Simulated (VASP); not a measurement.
A run of VASP 6.6.1 is set up as follows.

File INCAR:

```
PREC = Accurate
ENCUT = 520
EDIFF = 1E-7
ISMEAR = -1
SIGMA = 0.05
LREAL = False
LASPH = True
NELM = 60
ALGO = Normal
ISIF = 2
LWAVE = False
LCHARG = True
GGA = PE
LELF = True
LVHAR = True
NBANDS = 29
```

KPOINTS

```
Automatic mesh
0
Gamma
  7 7 6
```

POSCAR

```
TiSi2
1.0
    1.7298029245     -6.6240959043      0.0000000000
    1.7298029245      6.6240959043      0.0000000000
    0.0000000000      0.0000000000      3.5651739700
Ti Si
2 4
Direct
    0.1031180800      0.8968819200      0.2500000000
    0.8968819200      0.1031180800      0.7500000000
    0.7503148200      0.2496851800      0.2500000000
    0.2496851800      0.7503148200      0.7500000000
    0.4417485500      0.5582514500      0.2500000000
    0.5582514500      0.4417485500      0.7500000000
```

Potentials or basis: VASP PAW PBE potentials, release 64 (Ti_sv, Si).

Launch:

```bash
$ cat potpaw_PBE.64/Ti_sv/POTCAR potpaw_PBE.64/Si/POTCAR > POTCAR
$ mpirun -np 1 vasp_std > vasp.out
```

Problem. Estimate the band gap on the k mesh.

Solution. Zero (band 20 reaches 11.54 eV, above the bottom of band 21 at 10.55 eV).

Problem. Estimate the largest force.

Solution. 0.311 eV/Å.

Problem. Predict the pressure.

Solution. 7.8 GPa.

Forces in eV/Å, atoms in the order of the input:
```
Ti   0.000  0.198  0.000
Ti   0.000 -0.198  0.000
Si   0.000 -0.118  0.000
Si   0.000  0.118  0.000
Si   0.000  0.311  0.000
Si   0.000 -0.311  0.000
```
